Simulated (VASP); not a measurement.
# LiF (Fm-3m) in VASP: further runs

Runs on LiF. Level: PBEsol. Tasks: single point.

Everything below comes from runs of VASP 6.6.1. Logs are shortened: lines on timing, memory, paths and dates and some standing lists are left out, and cuts for length are marked.

## (1) The cell of the first run

Symmetry: Fm-3m, No. 225, cubic system. The conventional cell has a = 3.910 Å, b = 3.910 Å, c = 3.910 Å, α = 90.00°, β = 90.00°, γ = 90.00°. Within 2.6 Å of Li (site symmetry m-3m) lie 6 F at 1.95 Å. F (site symmetry m-3m) has 6 Li at 1.95 Å within 2.6 Å.

## (2) Single point, PBEsol (strained)

Input file INCAR:

```
SYSTEM = LiF
  PREC = Accurate
  ENCUT = 520
  EDIFF = 1E-6
  ISMEAR = 0
  SIGMA = 0.02
  LREAL = .False.
  LASPH = .True.
  NELM = 100
  ALGO = Normal
  ISIF = 2
  LWAVE = .False.
  LCHARG = .True.
  GGA = PS
  LELF = .True.
  LVHAR = .True.
  NBANDS = 12
```

Input file KPOINTS:

```
regular mesh
0
Gamma
  10 10 10
  0 0 0
```

Input file POSCAR:

```
LiF
1.0
    0.0000000000      1.9548488200      1.9548488200
    1.9548488200      0.0000000000      1.9548488200
    1.9548488200      1.9548488200      0.0000000000
Li F
1 1
Direct
    0.0000000000      0.0000000000      0.0000000000
    0.5000000000      0.5000000000      0.5000000000
```

Potentials or basis: VASP PAW PBE potentials, release 64 (Li_sv, F).

The run is started by

```
$ cat potpaw_PBE.64/Li_sv/POTCAR potpaw_PBE.64/F/POTCAR > POTCAR
$ mpirun -np 1 vasp_std > vasp.out
```

OUTCAR:

```text
SYSTEM = LiF
   PREC = Accurate
   ENCUT = 520
   EDIFF = 1E-6
   ISMEAR = 0
   LREAL = .False.
   LASPH = .True.
   NELM = 100
   ISIF = 2
   GGA = PS

 ion  position               nearest neighbor table
   1  0.000  0.000  0.000-   2 1.95   2 1.95   2 1.95   2 1.95   2 1.95   2 1.95
   2  0.500  0.500  0.500-   1 1.95   1 1.95   1 1.95   1 1.95   1 1.95   1 1.95

  LATTYP: Found a face centered cubic cell.
 ALAT       =     3.9096976400

  Lattice vectors:

 A1 = (   0.0000000000,   1.9548488200,   1.9548488200)
 A2 = (   1.9548488200,   0.0000000000,   1.9548488200)
 A3 = (   1.9548488200,   1.9548488200,   0.0000000000)

Analysis of symmetry for initial positions (statically):
=====================================================================
 Subroutine PRICEL returns:
 Original cell was already a primitive cell.

 Routine SETGRP: Setting up the symmetry group for a
 face centered cubic supercell.

 Subroutine GETGRP returns: Found 48 space group operations
 (whereof 48 operations were pure point group operations)
 out of a pool of 48 trial point group operations.

The static configuration has the point symmetry O_h .

Analysis of symmetry for dynamics (positions and initial velocities):
=====================================================================
 Subroutine PRICEL returns:
 Original cell was already a primitive cell.

 Routine SETGRP: Setting up the symmetry group for a
 face centered cubic supercell.

 Subroutine GETGRP returns: Found 48 space group operations
 (whereof 48 operations were pure point group operations)
 out of a pool of 48 trial point group operations.

The dynamic configuration has the point symmetry O_h .

 Subroutine INISYM returns: Found 48 space group operations
 (whereof 48 operations are pure point group operations),
 and found     1 'primitive' translations

----------------------------------------------------------------------------------------

                                     Primitive cell

  volume of cell :      14.9407

  direct lattice vectors                    reciprocal lattice vectors
     0.000000000  1.954848820  1.954848820    -0.255774255  0.255774255  0.255774255
     1.954848820  0.000000000  1.954848820     0.255774255 -0.255774255  0.255774255
     1.954848820  1.954848820  0.000000000     0.255774255  0.255774255 -0.255774255

  length of vectors
     2.764573714  2.764573714  2.764573714     0.443014004  0.443014004  0.443014004

  position of ions in fractional coordinates (direct lattice)
     0.000000000  0.000000000  0.000000000
[... 88 lines left out ...]
   PSTRESS=    0.0 pullay stress
   NELECT =      10.0000    total number of electrons
   NUPDOWN=      -1.0000    fix difference up-down
   EMIN   =  10.00;   EMAX   =-10.00  energy-range for DOS
   EFERMI =   0.00;   METHOD = LEGACY
   ISMEAR =     0;   SIGMA  =   0.02  broadening in eV -4-tet -1-fermi 0-gaus
   EFERMI_NEDOS =   21; number of points for ismear=-14 and -15
   IALGO  =     38    algorithm
   IMIX   =      4    mixing-type and parameters
     AMIX     =   0.40;   BMIX     =  1.00
     AMIX_MAG =   1.60;   BMIX_MAG =  1.00
  volume/ion in A,a.u.               =       7.47        50.41
  Fermi-wavevector in a.u.,A,eV,Ry     =   1.432028  2.706141 27.901543  2.050706
  Thomas-Fermi vector in A             =   2.551701
   LORBIT       =      0    0 simple, 1 ext, 2 COOP (PROOUT), +10 PAW based schemes
   GGA     = PS    functional components
   LHFCALC =     F    Hartree Fock is set to
   AEXX    =    0.0000 exact exchange contribution
   IVDW    =     0    specifies the selected vdW correction
   LEPSILON=     F    determine dielectric tensor
   LRPA    =     F    only Hartree local field effects (RPA)
 non-spin polarized calculation
 Gauss-broadening in eV      SIGMA  =   0.02
  energy-cutoff  :      520.00
  volume of cell :       14.94
 maximum number of plane-waves:       411
 NGX is ok and might be reduce to    24
   NGX = 11   NGY = 11   NGZ = 11

 number of electron      10.0000006 magnetization

 Free energy of the ion-electron system (eV)
  ---------------------------------------------------
  ext. energy  EPLUGINS =         0.00000000
  ---------------------------------------------------
  free energy    TOTEN  =        -9.82831337 eV

  energy without entropy =       -9.82831337  energy(sigma->0) =       -9.82831337

 E-fermi :  -0.2504     XC(G=0): -10.6586

 val. band max:       -0.5367297556   @ k =   0.0000   0.0000   0.0000
 cond. band min:       9.2124736166   @ k =   0.0000   0.0000   0.0000
 fundamental gap:      9.7492033721
 Fermi energy:        -0.2503559456

 k-point     1 :       0.0000    0.0000    0.0000
  band No.  band energies     occupation
      1     -40.5754      2.00000
      2     -20.6603      2.00000
      3      -0.5367      2.00000
      4      -0.5367      2.00000
      5      -0.5367      2.00000
      6       9.2125      0.00000
      7      24.4429      0.00000
      8      24.4429      0.00000
      9      24.4430      0.00000
     10      24.4533      0.00000
     11      24.4533      0.00000
     12      24.4533      0.00000
[... 331 lines left out ...]
 k-point    24 :       0.4000    0.3000    0.0000
  band No.  band energies     occupation
      1     -40.4797      2.00000
      2     -20.0246      2.00000
      3      -3.1917      2.00000
      4      -1.5491      2.00000
      5      -1.4192      2.00000
      6      13.2291      0.00000
      7      16.5370      0.00000
      8      18.8316      0.00000
      9      20.4508      0.00000
     10      21.5143      0.00000
     11      35.3629      0.00000
     12      35.8387      0.00000

 [... further k-points ...]

------------------------ aborting loop because EDIFF is reached ----------------------------------------

  FORCE on cell =-STRESS in cart. coord.  units (eV):
  Direction    XX          YY          ZZ          XY          YZ          ZX
  --------------------------------------------------------------------------------------
  -------------------------------------------------------------------------------------
  Total        0.5730057      0.5730057      0.5730057      0.0000000      0.0000000      0.0000000
  in kB       61.4469000     61.4469000     61.4469000      0.0000000      0.0000000      0.0000000
  external PRESSURE =      61.4469000 kB  Pullay stress =       0.0000000 kB

 VOLUME and BASIS-vectors are now :
 -----------------------------------------------------------------------------
  energy-cutoff  :      520.00
  volume of cell :       14.94
      direct lattice vectors                 reciprocal lattice vectors
     0.000000000  1.954848820  1.954848820    -0.255774255  0.255774255  0.255774255
     1.954848820  0.000000000  1.954848820     0.255774255 -0.255774255  0.255774255
     1.954848820  1.954848820  0.000000000     0.255774255  0.255774255 -0.255774255

 POSITION                                       TOTAL-FORCE (eV/Angst)
 -----------------------------------------------------------------------------------
      0.00000      0.00000      0.00000         0.000000      0.000000      0.000000
      1.95485      1.95485      1.95485        -0.000000     -0.000000     -0.000000
 -----------------------------------------------------------------------------------
    total drift:                               -0.000000     -0.000000      0.000000

  FREE ENERGIE OF THE ION-ELECTRON SYSTEM (eV)
  ---------------------------------------------------
  free  energy   TOTEN  =        -9.8283133682 eV

  energy  without entropy=       -9.8283133682  energy(sigma->0) =       -9.82831337
```

stdout:

```text
POSCAR found type information on POSCAR LiF
 POSCAR found :  2 types and       2 ions
 scaLAPACK will be used
 -----------------------------------------------------------------------------
|                                                                             |
|                                                                             |
|     You enforced a specific xc type in the INCAR file but a different       |
|     I HOPE YOU KNOW WHAT YOU ARE DOING!                                     |
|                                                                             |
 -----------------------------------------------------------------------------

 LDA part: xc-table for (Slater+PW92), standard interpolation
 POSCAR, INCAR and KPOINTS ok, starting setup
 FFT: planning ... GRIDC
 FFT: planning ... GRID_SOFT
 FFT: planning ... GRID
 WAVECAR not read
 entering main loop
```

Wall time 6.9 s (1 thread of Intel Xeon Platinum 8375C at 2.90GHz (Ice Lake), shared host); peak memory 0.13 GiB.

What came out:

- Free energy: -9.8283 eV
- Band gap on the k mesh: 9.75 eV

Levels at points of the mesh, in eV from the valence-band top:
```csv
k point,band 2,band 3,band 4,band 5,band 6,band 7,band 8,band 9
"(0.00, 0.00, 0.00)",-20.12,0.00,0.00,0.00,9.75,24.98,24.98,24.98
"(0.50, 0.00, 0.00)",-19.62,-2.84,-0.26,-0.26,11.04,17.64,19.43,19.43
"(0.50, 0.50, 0.00)",-19.27,-3.48,-1.16,-1.16,15.49,16.60,18.45,21.14
```

Caveat: the cell differs from its parent crystal (strained); the cutoff is under 1.25 times the usual one of these potentials, so pressure, stress and relaxed cells hold a basis-set (Pulay) error; the PAW data sets were made with another functional, which shifts forces and pressure a little.

## (3) Single point, PBEsol (strained)

Input file INCAR:

```
SYSTEM = LiF
ALGO = Normal
EDIFF = 1E-7
ENCUT = 520
GGA = PS
ISIF = 2
ISMEAR = 0
LASPH = .True.
LCHARG = .False.
LREAL = .False.
LWAVE = .False.
NBANDS = 12
NELM = 80
PREC = Accurate
SIGMA = 0.02
```

Input file KPOINTS:

```
k-points
0
Gamma
  10 10 10
  0 0 0
```

Input file POSCAR:

```
LiF
1.0
    0.0000000000      1.9723303400      1.9723303400
    1.9723303400      0.0000000000      1.9723303400
    1.9723303400      1.9723303400      0.0000000000
Li F
1 1
Direct
    0.0000000000      0.0000000000      0.0000000000
    0.5000000000      0.5000000000      0.5000000000
```

Potentials or basis: VASP PAW PBE potentials, release 64 (Li_sv, F).

The run is started by

```
$ cat potpaw_PBE.64/Li_sv/POTCAR potpaw_PBE.64/F/POTCAR > POTCAR
$ mpirun -np 1 vasp_std > vasp.out
```

It took 5.9 s on 1 thread of Intel Xeon Platinum 8375C at 2.90GHz (Ice Lake), shared host; peak memory 0.13 GiB.

It converged, with:

| Property | Result |
| --- | --- |
| Free energy | -9.8421 eV |
| Band gap on the k mesh | 9.49 eV |

Levels at points of the mesh, in eV from the valence-band top:
| k point | band 1 | band 2 | band 3 | band 4 | band 5 | band 6 | band 7 | band 8 | band 9 | band 10 |
| --- | --- | --- | --- | --- | --- | --- | --- | --- | --- | --- |
| (0.00, 0.00, 0.00) | -40.08 | -20.04 | 0.00 | 0.00 | 0.00 | 9.49 | 24.63 | 24.63 | 24.63 | 24.73 |
| (0.50, 0.00, 0.00) | -40.00 | -19.56 | -2.76 | -0.25 | -0.25 | 10.90 | 17.31 | 19.22 | 19.22 | 31.34 |
| (0.50, 0.50, 0.00) | -39.98 | -19.23 | -3.35 | -1.11 | -1.11 | 15.22 | 16.48 | 18.11 | 20.82 | 20.82 |

Caveat: the cell differs from its parent crystal (strained); the cutoff is under 1.25 times the usual one of these potentials, so pressure, stress and relaxed cells hold a basis-set (Pulay) error; the PAW data sets were made with another functional, which shifts forces and pressure a little. A k mesh can miss the band edges.

## (4) Single point, PBEsol (strained)

Input file INCAR:

```
SYSTEM = LiF
PREC = Accurate
ENCUT = 520
EDIFF = 1E-6
ISMEAR = 0
SIGMA = 0.02
LREAL = .False.
LASPH = .True.
NELM = 80
ALGO = Normal
ISIF = 2
LWAVE = .False.
LCHARG = .True.
GGA = PS
LELF = .True.
LVHAR = .True.
NBANDS = 12
```

Input file KPOINTS:

```
Automatic mesh
0
Gamma
  10 10 10
  0 0 0
```

Input file POSCAR:

```
LiF
1.0
    0.0000000000      2.0412292800      2.0412292800
    2.0412292800      0.0000000000      2.0412292800
    2.0412292800      2.0412292800      0.0000000000
Li F
1 1
Direct
    0.0000000000      0.0000000000      0.0000000000
    0.5000000000      0.5000000000      0.5000000000
```

The run is started by

```
$ cat potpaw_PBE.64/Li_sv/POTCAR potpaw_PBE.64/F/POTCAR > POTCAR
$ mpirun -np 1 vasp_std > vasp.out
```

Run time: 5.4 s. Hardware: 1 thread of Intel Xeon Platinum 8375C at 2.90GHz (Ice Lake), shared host; peak memory 0.13 GiB.

It converged, with:

- Free energy: -9.8430 eV
- Band gap on the k mesh: 8.57 eV

Levels at points of the mesh, in eV from the valence-band top:
| k point | band 3 | band 4 | band 5 | band 6 | band 7 | band 8 |
| --- | --- | --- | --- | --- | --- | --- |
| (0.00, 0.00, 0.00) | 0.00 | 0.00 | 0.00 | 8.57 | 23.32 | 23.32 |
| (0.50, 0.00, 0.00) | -2.44 | -0.22 | -0.22 | 10.37 | 16.09 | 18.43 |
| (0.50, 0.50, 0.00) | -2.89 | -0.95 | -0.95 | 14.26 | 16.00 | 16.85 |

Caveat: the cell differs from its parent crystal (strained); the cutoff is under 1.25 times the usual one of these potentials, so pressure, stress and relaxed cells hold a basis-set (Pulay) error; the PAW data sets were made with another functional, which shifts forces and pressure a little. A k mesh can miss the band edges.

## (5) Single point, PBEsol (strained)

Input file INCAR:

```
SYSTEM = LiF
ALGO = Normal
EDIFF = 1E-7
ENCUT = 520
GGA = PS
ISIF = 2
ISMEAR = 0
LASPH = .TRUE.
LCHARG = .FALSE.
LREAL = .FALSE.
LWAVE = .FALSE.
NBANDS = 12
NELM = 80
PREC = Accurate
SIGMA = 0.02
```

Input file KPOINTS:

```
k-points
0
G
  10 10 10
  0 0 0
```

Input file POSCAR:

```
LiF
1.0
    0.0000000000      2.1046904200      2.1046904200
    2.1046904200      0.0000000000      2.1046904200
    2.1046904200      2.1046904200      0.0000000000
Li F
1 1
Direct
    0.0000000000      0.0000000000      0.0000000000
    0.5000000000      0.5000000000      0.5000000000
```

The run is started by

```
$ cat potpaw_PBE.64/Li_sv/POTCAR potpaw_PBE.64/F/POTCAR > POTCAR
$ mpirun -np 1 vasp_std > vasp.out
```

Wall time 6.6 s (1 thread of Intel Xeon Platinum 8375C at 2.90GHz (Ice Lake), shared host); peak memory 0.13 GiB.

The run converged. Its results:

| Quantity | Value |
| --- | --- |
| Free energy | -9.7847 eV |
| Band gap on the k mesh | 7.85 eV |

Levels at points of the mesh, in eV from the valence-band top:
| k point | band 3 | band 4 | band 5 | band 6 | band 7 | band 8 |
| --- | --- | --- | --- | --- | --- | --- |
| (0.00, 0.00, 0.00) | 0.00 | 0.00 | 0.00 | 7.85 | 22.19 | 22.19 |
| (0.50, 0.00, 0.00) | -2.18 | -0.19 | -0.19 | 9.93 | 15.08 | 17.73 |
| (0.50, 0.50, 0.00) | -2.53 | -0.83 | -0.83 | 13.47 | 15.57 | 15.82 |

Caveat: the cell differs from its parent crystal (strained); the cutoff is under 1.25 times the usual one of these potentials, so pressure, stress and relaxed cells hold a basis-set (Pulay) error; the PAW data sets were made with another functional, which shifts forces and pressure a little. A k mesh can miss the band edges.

## (6) The runs side by side

```tsv
cell	gap on the mesh (eV)
a = 2.765 Å, angles 60.0°, 2 atoms	9.75
a = 2.789 Å, angles 60.0°, 2 atoms	9.49
a = 2.887 Å, angles 60.0°, 2 atoms	8.57
a = 2.976 Å, angles 60.0°, 2 atoms	7.85
```

Alike in all rows: task single point; level PBEsol; potentials or basis VASP PAW PBE potentials, release 64 (Li_sv, F); no spin polarisation; k mesh 10 × 10 × 10; cutoff (eV) 520; smearing gaussian 0.02 eV.

Caveats: the cutoff is under 1.25 times the usual one of these potentials, so pressure, stress and relaxed cells hold a basis-set (Pulay) error; the PAW data sets were made with another functional, which shifts forces and pressure a little.

Absolute energies hang on the potentials; compare differences alone.
